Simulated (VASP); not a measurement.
## P3O2: relaxation of cell and atoms with PBE

Crystal: P3O2.

```
CELL_PARAMETERS angstrom
1.61578 0.93287 7.48994
-1.61578 0.93287 7.48994
0.00000 -1.86574 7.48994
ATOMIC_POSITIONS crystal
P 0.00000 0.00000 0.00000
P 0.20950 0.20950 0.20950
P 0.79050 0.79050 0.79050
O 0.40000 0.40000 0.40000
O 0.60000 0.60000 0.60000
```

```
Program                : VASP 6.6.1
Task                   : relaxation of cell and atoms
Functional             : PBE
Potentials or basis    : VASP PAW PBE potentials, release 64 (P, O)
Cutoff                 : 600 eV
k mesh                 : 6 × 6 × 6
Occupations            : gaussian, width 0.1 eV
Spin                   : no spin polarisation
Dipole correction      : no
Further INCAR settings : ALGO = Normal; EDIFF = 1e-06; IBRION = 2; EDIFFG = -0.04; NSW = 90; ISIF = 3
```

The relaxed volume is 15.43 Å³/atom, the relaxed cell is a = 9.688 Å, b = 9.688 Å, c = 9.688 Å, α = 18.16°, β = 18.16°, γ = 18.16° and the space group after relaxing (to 0.1 Å) is R-3m (No. 166). The energy gained by relaxing is 864.3 meV/atom. The ionic steps are 32. The pressure after relaxing is -0.1 GPa. The largest force after relaxing is 0.036 eV/Å. The band gap on the k mesh is zero (an odd number of electrons rules out a gap without spin polarisation).

Forces in eV/Å, atoms in the order of the input:
```
P    0.000  0.000  0.000
P    0.000  0.000  0.006
P    0.000  0.000 -0.006
O    0.000  0.000  0.036
O    0.000  0.000 -0.036
```

Stress tensor (GPa, compression positive):
```
-0.15  0.00  0.00
 0.00 -0.15  0.00
 0.00  0.00  0.00
```

The path:
| step | energy change (eV) | largest force (eV/Å) | pressure (GPa) | volume (Å³) |
| --- | --- | --- | --- | --- |
| 1 | 0.0000 | 2.3880 | -6.48 | 67.74 |
| 2 | -1.2112 | 3.6644 | -1.74 | 62.51 |
| 3 | -0.9111 | 5.1649 | 53.76 | 50.21 |
| 4 | -1.9945 | 3.3251 | 9.06 | 57.85 |
| 5 | -2.2081 | 1.7713 | 26.87 | 53.94 |
| 6 | -2.2554 | 2.0245 | 20.07 | 55.18 |
| 7 | -2.5628 | 1.4791 | 20.88 | 55.87 |
| 8 | -2.5757 | 1.8680 | 21.25 | 56.04 |
| 9 | -2.9705 | 1.3443 | 10.79 | 59.17 |
| 10 | -3.2276 | 1.1787 | -1.04 | 64.14 |
| 11 | -3.2371 | 1.1650 | -2.95 | 65.17 |
| 12 | -3.3129 | 1.1248 | -2.74 | 65.05 |
| 13 | -3.4956 | 0.9557 | -1.88 | 64.65 |
| 14 | -3.6022 | 1.7033 | 0.92 | 63.80 |
| 15 | -3.6875 | 1.3776 | 2.41 | 63.83 |
| 16 | -3.7990 | 0.7472 | 6.32 | 63.86 |
| 17 | -3.5743 | 2.0500 | 18.40 | 63.78 |
| 18 | -3.8087 | 0.5860 | 8.22 | 63.86 |
| 19 | -3.9546 | 0.5524 | 6.03 | 66.26 |
| 20 | -4.1763 | 0.5979 | 2.39 | 73.60 |
| 21 | -4.1882 | 0.8535 | 1.58 | 76.76 |
| 22 | -4.2511 | 0.4597 | -1.85 | 78.93 |
| 23 | -4.2511 | 0.4356 | -1.78 | 78.88 |
| 24 | -4.2894 | 0.2907 | -0.62 | 78.28 |
| 25 | -4.3115 | 0.3119 | 1.11 | 77.32 |
| 26 | -4.3174 | 0.0270 | -0.42 | 78.15 |
| 27 | -4.3182 | 0.0595 | -0.07 | 77.94 |
| 28 | -4.3193 | 0.0550 | -0.09 | 77.85 |
| 29 | -4.3197 | 0.1367 | -0.10 | 77.73 |
| 30 | -4.3204 | 0.0921 | -0.17 | 77.63 |
| 31 | -4.3210 | 0.0209 | -0.35 | 77.43 |
| 32 | -4.3215 | 0.0360 | -0.10 | 77.16 |

Final structure:
```
P O
1.0
     1.52911    0.88283    9.52609
    -1.52911    0.88283    9.52609
     0.00000   -1.76566    9.52609
P O
3 2
Direct
  0.00000 0.00000 0.00000
  0.18941 0.18941 0.18941
  0.81059 0.81059 0.81059
  0.36400 0.36400 0.36400
  0.63600 0.63600 0.63600
```

Levels at points of the mesh, in eV from the Fermi level:
```csv
k point,band 12,band 13,band 14,band 15,band 16,band 17
"(0.00, 0.00, 0.00)",-1.45,-0.02,-0.02,0.65,3.90,3.90
"(0.50, 0.00, 0.00)",-2.74,-2.65,-0.19,1.51,2.17,2.61
"(0.50, 0.50, 0.00)",-2.74,-2.69,-0.15,1.52,2.09,2.73
"(0.50, 0.50, 0.50)",-1.67,-0.02,-0.02,0.66,3.92,3.99
```

It took 40 min on 1 thread of Intel(R) Xeon(R) 6975P-C (Granite Rapids), on a shared host, peak memory 0.64 GiB.

Caveat: the k points lie up to 0.40 Å⁻¹ apart in the final cell, too coarse for converged energies and pressures of a metal; a cell axis changed by over 15 % at a fixed basis, so the end point is rough; an odd number of electrons without spin polarisation forces a metal; a magnetic or distorted state may lie lower.
